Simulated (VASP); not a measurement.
# Si12N16O (a cell with a defect) (O interstitial hop between voids) in VASP: a series of runs

Si12N16O (a cell with a defect) (O interstitial hop between voids) is run at these levels: PBE; tasks: single point.

Program: VASP 6.6.1. These are calculated values, not measurements. Logs are shortened: lines on timing, memory, paths and dates and some standing lists are left out, and cuts for length are marked.

## Step 1: The cell of the first run

The cell holds a defect, 29 atoms: a = 7.664 Å, b = 7.664 Å, c = 5.853 Å, α = 90.00°, β = 90.00°, γ = 120.00°.

## Step 2: Single point, PBE

INCAR

```
PREC = Accurate ; ENCUT = 520
EDIFF = 1E-6 ; ISMEAR = -1
SIGMA = 0.01 ; LREAL = F
LASPH = T ; NELM = 120
ALGO = Normal ; ISIF = 2
LWAVE = F ; LCHARG = F
GGA = PE ; NBANDS = 87
NELECT = 136.0 ; GGA_COMPAT = F
```

KPOINTS

```
regular mesh
0
Gamma
  1 1 1
```

POSCAR

```
Si12N16O
1.0
    7.6639217100      0.0000000000      0.0000000000
   -3.8319608600      6.6371509000      0.0000000000
    0.0000000000      0.0000000000      5.8525451500
Si N O
12 16 1
Direct
    0.2347724079      0.8195350809      0.3860894606
    0.3610189354      0.1938482369      0.1072673485
    0.8096224200      0.5859678435      0.1222126411
    0.1667016067      0.3968540176      0.3715199019
    0.5947723617      0.7736581671      0.3753346525
    0.7538596535      0.1736119937      0.1227493307
    0.2071780753      0.8480364670      0.9013372584
    0.3983031520      0.2316031416      0.6163902896
    0.8194470638      0.5931141328      0.6232584126
    0.1774335422      0.4198001585      0.8705038354
    0.5796290901      0.7678246399      0.8744200803
    0.7692788808      0.1765897774      0.6242302975
    0.3310153941      0.6546992927      0.3922915486
    0.6469392841      0.3273603437      0.1234785861
    0.9635056590      0.6711360141      0.3707175160
    0.3652515281      0.9597139037      0.1537554990
    0.6619877857      0.7047805708      0.1246526052
    0.3059319218      0.2749869677      0.3649757405
    0.0262779553      0.3352738296      0.1199495232
    0.7160590792      0.0369619440      0.3771782948
    0.3217607214      0.6788281701      0.8739961622
    0.6605323930      0.3304341024      0.6107542801
    0.9504634273      0.6445387583      0.8748660401
    0.2856812684      0.9668318676      0.6302712590
    0.6748226089      0.7129208106      0.6247039376
    0.3636476513      0.3477721141      0.8562823304
    0.0295018211      0.3317851339      0.6240319222
    0.7003706550      0.0351955234      0.8703996073
    0.1245575442      0.0129537510     -0.0037305137
```

Potentials or basis: VASP PAW PBE potentials, release 64 (Si, N, O).

The run is started by

```console
$ cat potpaw_PBE.64/Si/POTCAR potpaw_PBE.64/N/POTCAR potpaw_PBE.64/O/POTCAR > POTCAR
$ mpirun -np 1 vasp_gam > vasp.out
```

OUTCAR:

```text
PREC = Accurate
   ENCUT = 520
   EDIFF = 1E-6
   ISMEAR = -1
   LREAL = F
   LASPH = T
   NELM = 120
   ISIF = 2
   GGA = PE
   NELECT = 136.0

 ion  position               nearest neighbor table
   1  0.235  0.820  0.386-  16 1.71  24 1.74  13 1.75  15 1.81   7 2.86   5 2.95   2 3.01   4 3.01
                             7 3.04   8 3.07   9 3.09
   2  0.361  0.194  0.107-  18 1.76  29 1.77  16 1.83  26 1.88  14 1.90   7 2.60   8 2.89   8 2.99
                             1 3.01  10 3.06   4 3.06   6 3.09
   3  0.810  0.586  0.122-  23 1.73  14 1.74  17 1.77  15 1.78   9 2.92   9 2.93   6 2.97   7 2.98
                             5 3.06  11 3.10
   4  0.167  0.397  0.372-  18 1.73  27 1.74  13 1.74  19 1.74  10 2.92  10 2.94   8 3.01   1 3.01
                            12 3.03   2 3.06   5 3.10   6 3.11
   5  0.595  0.774  0.375-  17 1.72  25 1.73  20 1.75  13 1.76  11 2.92  11 2.93   1 2.95  12 3.05
                             6 3.05   3 3.06   9 3.06   4 3.10
   6  0.754  0.174  0.123-  14 1.74  28 1.74  20 1.76  19 1.82  12 2.92  12 2.94   3 2.97   5 3.05
                            11 3.07   2 3.09   4 3.11
   7  0.207  0.848  0.901-  29 1.76  24 1.78  23 1.81  16 1.83  21 1.90   2 2.60   1 2.86   3 2.98
                             1 3.04   8 3.04   9 3.08
   8  0.398  0.232  0.616-  18 1.74  26 1.75  22 1.76  24 1.77   2 2.89   2 2.99   4 3.01   9 3.03
                             7 3.04   1 3.07  12 3.08  10 3.10
   9  0.819  0.593  0.623-  23 1.71  25 1.76  22 1.76  15 1.76   3 2.92   3 2.93  12 3.02   8 3.03
                             5 3.06   7 3.08   1 3.09  11 3.13
  10  0.177  0.420  0.871-  21 1.72  27 1.75  26 1.77  19 1.77  11 2.90   4 2.92   4 2.94   2 3.06
                            12 3.08   8 3.10
  11  0.580  0.768  0.874-  21 1.74  17 1.76  25 1.78  28 1.78  10 2.90   5 2.92   5 2.93   6 3.07
                            12 3.09   3 3.10   9 3.13
  12  0.769  0.177  0.624-  28 1.72  20 1.72  27 1.74  22 1.75   6 2.92   6 2.94   9 3.02   4 3.03
                             5 3.05   8 3.08  10 3.08  11 3.09
  13  0.331  0.655  0.392-   4 1.74   1 1.75   5 1.76
  14  0.647  0.327  0.123-   3 1.74   6 1.74   2 1.90
  15  0.964  0.671  0.371-   9 1.76   3 1.78   1 1.81
  16  0.365  0.960  0.154-   1 1.71   7 1.83   2 1.83
  17  0.662  0.705  0.125-   5 1.72  11 1.76   3 1.77
  18  0.306  0.275  0.365-   4 1.73   8 1.74   2 1.76
[... 8 lines left out ...]
  27  0.030  0.332  0.624-   4 1.74  12 1.74  10 1.75
  28  0.700  0.035  0.870-  12 1.72   6 1.74  11 1.78
  29  0.125  0.013  0.996-   7 1.76   2 1.77

  LATTYP: Found a hexagonal cell.
 ALAT       =     7.6639217100
 C/A-ratio  =     0.7636488695

  Lattice vectors:

 A1 = (   7.6639217100,   0.0000000000,   0.0000000000)
 A2 = (  -3.8319608600,   6.6371509000,   0.0000000000)
 A3 = (   0.0000000000,   0.0000000000,   5.8525451500)

Analysis of symmetry for initial positions (statically):
=====================================================================
 Subroutine PRICEL returns:
 Original cell was already a primitive cell.

 Routine SETGRP: Setting up the symmetry group for a
 hexagonal supercell.

 Subroutine GETGRP returns: Found  1 space group operations
 (whereof  1 operations were pure point group operations)
 out of a pool of 24 trial point group operations.

The static configuration has the point symmetry C_1 .

Analysis of symmetry for dynamics (positions and initial velocities):
=====================================================================
 Subroutine PRICEL returns:
 Original cell was already a primitive cell.

 Routine SETGRP: Setting up the symmetry group for a
 hexagonal supercell.

 Subroutine GETGRP returns: Found  1 space group operations
 (whereof  1 operations were pure point group operations)
 out of a pool of 24 trial point group operations.

The dynamic configuration has the point symmetry C_1 .

 Subroutine INISYM returns: Found  1 space group operations
 (whereof  1 operations are pure point group operations),
 and found     1 'primitive' translations

----------------------------------------------------------------------------------------

                                     Primitive cell

  volume of cell :     297.6991

  direct lattice vectors                    reciprocal lattice vectors
     7.663921710  0.000000000  0.000000000     0.130481500  0.075333529  0.000000000
    -3.831960860  6.637150900  0.000000000     0.000000000  0.150667058  0.000000000
     0.000000000  0.000000000  5.852545150     0.000000000  0.000000000  0.170865833

  length of vectors
     7.663921710  7.663921718  5.852545150     0.150667058  0.150667058  0.170865833

  position of ions in fractional coordinates (direct lattice)
     0.234772408  0.819535081  0.386089461
     0.361018935  0.193848237  0.107267349
     0.809622420  0.585967844  0.122212641
     0.166701607  0.396854018  0.371519902
     0.594772362  0.773658167  0.375334653
     0.753859654  0.173611994  0.122749331
[... 21 lines left out ...]
     0.700370655  0.035195523  0.870399607
     0.124557544  0.012953751  0.996269486

  ion indices of the primitive-cell ions
   primitive index   ion index
                 1           1
                 2           2
                 3           3
                 4           4
                 5           5
                 6           6
[... 21 lines left out ...]
                28          28
                29          29

----------------------------------------------------------------------------------------

 KPOINTS: regular mesh

Automatic generation of k-mesh.
 Grid dimensions read from file:
 generate k-points for:    1    1    1

 Generating k-lattice:

  Cartesian coordinates                     Fractional coordinates (reciprocal lattice)
     0.130481500  0.075333529  0.000000000     1.000000000 -0.000000000  0.000000000
     0.000000000  0.150667058  0.000000000     0.000000000  1.000000000  0.000000000
     0.000000000  0.000000000  0.170865833     0.000000000  0.000000000  1.000000000

  Length of vectors
     0.150667058  0.150667058  0.170865833

  Shift w.r.t. Gamma in fractional coordinates (k-lattice)
     0.000000000  0.000000000  0.000000000

 Subroutine IBZKPT returns following result:
 ===========================================

 Found      1 irreducible k-points:

 Following reciprocal coordinates:
            Coordinates               Weight
  0.000000  0.000000  0.000000      1.000000
   k-points           NKPTS =      1   k-points in BZ     NKDIM =      1   number of bands    NBANDS=     87
   number of dos      NEDOS =    301   number of ions     NIONS =     29
   total plane-waves  NPLWV = 172800
   dimension x,y,z NGX =    60 NGY =   60 NGZ =   48
   dimension x,y,z NGXF=   120 NGYF=  120 NGZF=   96
   ions per type =              12  16   1
   NGX,Y,Z   is equivalent  to a cutoff of  13.02, 13.02, 13.63 a.u.
   NGXF,Y,Z  is equivalent  to a cutoff of  26.03, 26.03, 27.27 a.u.
 SYSTEM =  unknown system
   PREC   = accura    normal or accurate (medium, high low for compatibility)
   ISTART =      0    job   : 0-new  1-cont  2-samecut
   ICHARG =      2    charge: 1-file 2-atom 10-const
   ISPIN  =      1    spin polarized calculation?
   LNONCOLLINEAR =      F non collinear calculations
   LSORBIT =      F    spin-orbit coupling
   LASPH  =      T    aspherical Exc in radial PAW
   ENCUT  =  520.0 eV  38.22 Ry    6.18 a.u.  14.25 14.25 10.88*2*pi/ulx,y,z
   NELM   =    120;   NELMIN=  2; NELMDL= -5     # of ELM steps
   EDIFF  = 0.1E-05   stopping-criterion for ELM
   LREAL  =      F    real-space projection
[... 7 lines left out ...]
   TEBEG  =    0.0;   TEEND  =   0.0 temperature during run
   PSTRESS=    0.0 pullay stress
   NELECT =     136.0000    total number of electrons
   NUPDOWN=      -1.0000    fix difference up-down
   EMIN   =  10.00;   EMAX   =-10.00  energy-range for DOS
   EFERMI =   0.00;   METHOD = LEGACY
   ISMEAR =    -1;   SIGMA  =   0.01  broadening in eV -4-tet -1-fermi 0-gaus
   EFERMI_NEDOS =   21; number of points for ismear=-14 and -15
   IALGO  =     38    algorithm
   IMIX   =      4    mixing-type and parameters
     AMIX     =   0.40;   BMIX     =  1.00
     AMIX_MAG =   1.60;   BMIX_MAG =  1.00
  volume/ion in A,a.u.               =      10.27        69.27
  Fermi-wavevector in a.u.,A,eV,Ry     =   1.260846  2.382653 21.629617  1.589732
  Thomas-Fermi vector in A             =   2.394335
   LORBIT       =      0    0 simple, 1 ext, 2 COOP (PROOUT), +10 PAW based schemes
   GGA     = PE    functional components
[... 5 lines left out ...]
 non-spin polarized calculation
  energy-cutoff  :      520.00
  volume of cell :      297.70
 maximum number of plane-waves:      3992
 NGX is ok and might be reduce to    60
   NGX = 29   NGY = 29   NGZ = 21

 number of electron     136.0000000 magnetization

 Free energy of the ion-electron system (eV)
  ---------------------------------------------------
  ext. energy  EPLUGINS =         0.00000000
  ---------------------------------------------------
  free energy    TOTEN  =      -213.11844510 eV

  energy without entropy =     -213.11844510  energy(sigma->0) =     -213.11844510

 E-fermi :   7.4399     XC(G=0): -10.9988

 val. band max:        7.1125593061   @ k =   0.0000   0.0000   0.0000
 cond. band min:      10.8368667007   @ k =   0.0000   0.0000   0.0000
 fundamental gap:      3.7243073947
 Fermi energy:         7.4398889386

 k-point     1 :       0.0000    0.0000    0.0000
  band No.  band energies     occupation
      1     -11.8820      2.00000
      2     -10.9228      2.00000
      3      -9.9237      2.00000
      4      -9.5732      2.00000
      5      -9.2843      2.00000
      6      -9.0670      2.00000
[... 72 lines left out ...]
     79      12.8832      0.00000
     80      13.3055      0.00000
 [bands above 80 left out]

------------------------ aborting loop because EDIFF is reached ----------------------------------------

  FORCE on cell =-STRESS in cart. coord.  units (eV):
  Direction    XX          YY          ZZ          XY          YZ          ZX
  --------------------------------------------------------------------------------------
  -------------------------------------------------------------------------------------
  Total        6.8243993     15.6996933     43.2203306     -2.1232276     -3.7223707      1.7859984
  in kB       36.7280177     84.4936802    232.6061229    -11.4269312    -20.0333084      9.6120081
  external PRESSURE =     117.9426069 kB  Pullay stress =       0.0000000 kB

 VOLUME and BASIS-vectors are now :
 -----------------------------------------------------------------------------
  energy-cutoff  :      520.00
  volume of cell :      297.70
      direct lattice vectors                 reciprocal lattice vectors
     7.663921710  0.000000000  0.000000000     0.130481500  0.075333529  0.000000000
    -3.831960860  6.637150900  0.000000000     0.000000000  0.150667058  0.000000000
     0.000000000  0.000000000  5.852545150     0.000000000  0.000000000  0.170865833

 POSITION                                       TOTAL-FORCE (eV/Angst)
 -----------------------------------------------------------------------------------
     -1.34115      5.43938      2.25961         0.001510     -0.003613      0.018113
      2.02400      1.28660      0.62779         0.021313      0.071365      0.033894
      3.95948      3.88916      0.71525        -0.005047      0.016723      0.000140
     -0.24314      2.63398      2.17434        -0.000757     -0.002845      0.006655
      1.59366      5.13489      2.19666         0.004636      0.006820     -0.001687
      5.11225      1.15229      0.71840         0.016148     -0.013759     -0.000198
[... 21 lines left out ...]
      5.23272      0.23360      5.09405        -0.002995      0.001935      0.001158
      0.90496      0.08598      5.83071        -0.065919     -0.006445     -0.000419
 -----------------------------------------------------------------------------------
    total drift:                               -0.000426      0.000256     -0.000581

  FREE ENERGIE OF THE ION-ELECTRON SYSTEM (eV)
  ---------------------------------------------------
  free  energy   TOTEN  =      -213.1184450985 eV

  energy  without entropy=     -213.1184450985  energy(sigma->0) =     -213.11844510
```

Wall time 25 s (1 thread of Intel Xeon 6975P-C (Granite Rapids), shared host); peak memory 0.4 GiB.

Results:

| Property | Result |
| --- | --- |
| Free energy | -213.1184 eV |
| Largest force | 0.082 eV/Å |

Forces in eV/Å, atoms in the order of the input:
```
Si   0.002 -0.004  0.018
Si   0.021  0.071  0.034
Si  -0.005  0.017  0.000
Si  -0.001 -0.003  0.007
Si   0.005  0.007 -0.002
Si   0.016 -0.014  0.000
Si   0.027 -0.050 -0.054
Si   0.001 -0.005  0.003
Si  -0.002  0.008  0.004
Si  -0.004 -0.011 -0.003
Si   0.013  0.010  0.005
Si   0.007 -0.004 -0.004
N   -0.002 -0.005  0.000
N   -0.003 -0.005  0.002
N    0.000 -0.004 -0.004
N    0.005 -0.003  0.009
N    0.006 -0.006  0.002
N   -0.001  0.006 -0.007
N   -0.002  0.006  0.002
N   -0.009 -0.001  0.001
N   -0.001  0.000  0.001
N    0.005 -0.004 -0.001
N    0.001  0.007 -0.001
N    0.004 -0.001 -0.003
N   -0.003 -0.006 -0.004
N   -0.006 -0.005 -0.002
N   -0.003  0.003 -0.004
N   -0.003  0.002  0.001
O   -0.066 -0.006  0.000
```

Caveat: the k points lie up to 1.07 Å⁻¹ apart; the cell carries a net charge on a neutralising background, which shifts energy and pressure; the cell is charged against a uniform background, so pressure and absolute levels hang on convention.

## Step 3: Single point, PBE

INCAR

```
SYSTEM = Si12N16O
PREC = Accurate
ENCUT = 520
EDIFF = 1E-6
ISMEAR = -1
SIGMA = 0.01
LREAL = .False.
LASPH = .True.
NELM = 120
ALGO = Normal
ISIF = 2
LWAVE = .False.
LCHARG = .False.
GGA = PE
NBANDS = 87
NELECT = 136.0
GGA_COMPAT = .False.
```

KPOINTS

```
regular mesh
0
Gamma
  1 1 1
  0 0 0
```

POSCAR

```
Si12N16O
1.0
    7.6639217100      0.0000000000      0.0000000000
   -3.8319608600      6.6371509000      0.0000000000
    0.0000000000      0.0000000000      5.8525451500
Si N O
12 16 1
Direct
    0.2270751783      0.8210262328      0.3694155183
    0.3623994035      0.2126602244      0.1010789297
    0.8195269238      0.5743816974      0.1211852249
    0.1669885679      0.3985286819      0.3777650481
    0.5924551756      0.7635785409      0.3692632768
    0.7563901050      0.1770405732      0.1270271277
    0.2277081704      0.8085496444      0.8701545857
    0.4224286201      0.2353901581      0.6092687726
    0.8240588483      0.5957220289      0.6192196569
    0.1676359110      0.3629456428      0.8920373728
    0.5845228822      0.7533455357      0.8747112357
    0.7730999606      0.1630365222      0.6238009116
    0.3301489300      0.6617485524      0.3819068359
    0.6394485590      0.3185485808      0.1206840754
    0.9636706792      0.6822761857      0.3727291194
    0.2993168510      0.9518285926      0.1167162290
    0.6672955630      0.6947985769      0.1233082328
    0.3349480199      0.3012179518      0.3707426332
    0.0056988230      0.3836558846      0.1459506895
    0.6995411795      0.0254026167      0.3706131169
    0.3225053560      0.6439300634      0.8740797156
    0.6840167928      0.3311072828      0.6031174317
    0.9615126574      0.6657585561      0.8672700287
    0.2975174353      0.9637103475      0.6223746945
    0.6745677873      0.7088479787      0.6196700593
    0.3947508396      0.3475605775      0.8426260496
    0.0342372202      0.2963794299      0.6317412178
    0.6921203351      0.0240999493      0.8771508580
    0.1072719894      0.1487588598      0.0454327123
```

Potentials or basis: VASP PAW PBE potentials, release 64 (Si, N, O).

The run is started by

```console
$ cat potpaw_PBE.64/Si/POTCAR potpaw_PBE.64/N/POTCAR potpaw_PBE.64/O/POTCAR > POTCAR
$ mpirun -np 1 vasp_gam > vasp.out
```

Wall time 27 s (1 thread of Intel Xeon 6975P-C (Granite Rapids), shared host); peak memory 0.4 GiB.

Results (log left out):

* Free energy: -212.8784 eV
* Largest force: 0.707 eV/Å

Forces on the atoms (eV/Å):
```
Si   0.028 -0.035  0.053
Si   0.086 -0.070  0.015
Si  -0.055  0.067  0.019
Si   0.001 -0.017  0.001
Si  -0.015  0.064  0.023
Si   0.012 -0.019 -0.008
Si  -0.170  0.154  0.069
Si  -0.101 -0.041  0.055
Si  -0.002 -0.004  0.035
Si  -0.110  0.264 -0.124
Si  -0.044  0.036  0.002
Si  -0.069  0.037  0.002
N    0.050 -0.030  0.005
N    0.048  0.006  0.031
N    0.041 -0.056  0.015
N    0.149  0.030  0.060
N   -0.035  0.077  0.029
N   -0.074 -0.164  0.002
N    0.228 -0.221 -0.090
N    0.008  0.029  0.041
N   -0.070  0.143  0.005
N   -0.134 -0.022  0.063
N    0.015 -0.077  0.030
N    0.069  0.013 -0.010
N   -0.020  0.024  0.035
N   -0.085  0.095  0.041
N   -0.121  0.146  0.001
N    0.005  0.024  0.002
O    0.364 -0.454 -0.402
```

Levels at points of the mesh, in eV from the Fermi level:
| k point | band 65 | band 66 | band 67 | band 68 | band 69 | band 70 | band 71 | band 72 |
| --- | --- | --- | --- | --- | --- | --- | --- | --- |
| (0.00, 0.00, 0.00) | -1.05 | -0.83 | -0.52 | -0.28 | 3.39 | 3.62 | 3.84 | 3.96 |

Caveat: the k points lie up to 1.07 Å⁻¹ apart; the cell carries a net charge on a neutralising background, which shifts energy and pressure; the cell is charged against a uniform background, so pressure and absolute levels hang on convention.

(Part 1 of 3 ends here.)
